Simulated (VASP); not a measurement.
Runs of VASP 6.6.1 on Si. The structure is that of space group Fd-3m (No. 227), or close to it. The cells are those of the table. 

```tsv
task	cell	k mesh	smearing	gap on the mesh (eV)	pressure (GPa)
single point	a = 3.845 Å, angles 60.0°, 2 atoms	6 × 6 × 6	gaussian 0.1 eV	0.71	-0.8
relaxation of cell and atoms	relaxed from a = 3.833 Å, angles 60.0°, 2 atoms	12 × 12 × 12	gaussian 0.02 eV	0.56	0.0
single point	a = 3.833 Å, angles 60.0°, 2 atoms	10 × 10 × 10	gaussian 0.02 eV	(a)	-0.1
single point	a = 3.833 Å, angles 60.0°, 2 atoms	12 × 12 × 12	gaussian 0.02 eV	0.56	-0.1
```

Alike in all rows: level PBE+D3(BJ); potentials or basis VASP PAW PBE potentials, release 64 (Si); no spin polarisation; cutoff (eV) 500.

Problem. Fill in the values left out.

Solution. (a) 0.57.

A k mesh can miss the band edges.
